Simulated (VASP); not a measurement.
Write the native input for VASP 6.6.1 that does the following.

```yaml
Task: relaxation of cell and atoms
Functional: PBE
Potentials_or_basis: VASP PAW PBE potentials, release 64 (Bi_d, O)
Cutoff: 600 eV
k_mesh: 6 × 6 × 6
Occupations: gaussian, width 0.1 eV
Spin: no spin polarisation
Dipole_correction: no
Further_INCAR_settings: ALGO = Normal; EDIFF = 1e-06; IBRION = 2; EDIFFG = -0.04; NSW = 90; ISIF = 3
```

The structure of Bi4O lies in POSCAR:

```
Bi4O
1.0
   -4.3136044659      4.3136044659      2.0476030334
    4.3136044659     -4.3136044659      2.0476030334
    4.3136044659      4.3136044659     -2.0476030334
Bi O
4 1
Direct
    0.0000000000      0.7131579130      0.7131579130
    0.0000000000      0.2868420870      0.2868420870
    0.7131579130      0.0000000000      0.7131579130
    0.2868420870      0.0000000000      0.2868420870
    0.0000000000      0.0000000000      0.0000000000
```

The cell was generated, and may not be a known phase.

One way to write it, as run:

INCAR

```
SYSTEM = Bi4O
PREC = Accurate ; ENCUT = 600
EDIFF = 1E-6 ; ISMEAR = 0
SIGMA = 0.1 ; LREAL = .False.
LASPH = .True. ; NELM = 60
ALGO = Normal ; ISIF = 3
LWAVE = .False. ; LCHARG = .False.
GGA = PE ; IBRION = 2
NSW = 90 ; EDIFFG = -0.04
```

KPOINTS

```
regular mesh
0
Gamma
  6 6 6
  0 0 0
```

Potentials or basis: VASP PAW PBE potentials, release 64 (Bi_d, O).

Command:

```bash
$ cat potpaw_PBE.64/Bi_d/POTCAR potpaw_PBE.64/O/POTCAR > POTCAR
$ mpirun -np 1 vasp_std > vasp.out
```

It gave:

```yaml
Relaxed_volume: 30.76 Å³/atom
Relaxed_cell: a = 6.422 Å, b = 6.422 Å, c = 6.422 Å, α = 96.04°, β = 96.04°, γ = 142.13°
Space_group_after_relaxing_to_0.1_Å: I4/mmm (No. 139)
Energy_gained_by_relaxing: 1.7 meV/atom
Ionic_steps: 5
Pressure_after_relaxing: 0.0 GPa
Largest_force_after_relaxing: 0.014 eV/Å
Band_gap_on_the_k_mesh: zero (bands 33 and 34 overlap by 1.10 eV)
```

Caveat: spin-orbit coupling is left out, which moves the levels of the heavy elements.

Wall time 21 min on 1 thread of Intel(R) Xeon(R) Platinum 8124M CPU @ 3.00GHz (Skylake/Cascade Lake) (shared host), peak memory 0.52 GiB.
